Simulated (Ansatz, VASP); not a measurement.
One calculation of Cu, two programs

```
Cu
1.0
     0.00000    1.75336    2.04617
     1.75336    0.00000    2.04617
     1.75336    1.75336    0.00000
Cu
1
Direct
  0.00000 0.00000 0.00000
```

Alike in both runs: task single point; functional PBE; k mesh 24 × 24 × 24; occupations gaussian, width 0.15 eV; no spin polarisation.

```csv
,VASP,Ansatz
version,VASP 6.6.1,Ansatz 0.2.0
potentials or method,"VASP PAW PBE potentials, release 64 (Cu), cutoff 520 eV","scalar-relativistic, plane waves, PAW"
valence electrons in the cell,11,19
```

|  | VASP | Ansatz | Ansatz less VASP |
| --- | --- | --- | --- |
| gap on the k mesh at the Fermi level (eV) | none | none | - |
| pressure (GPa) | -4.6 | -5.3 | -0.66 |
| traceless stress, the component that is largest in VASP (GPa) | -7.59 | -7.64 | -0.045 |

A gap of «none» marks a metal or a gap that the smearing closes. With one functional, cell and mesh, what is left measures potentials, basis and numerics. VASP's potentials hold 11 valence electrons a cell and Ansatz's 19, so a difference there can come from the potentials and not from the codes.
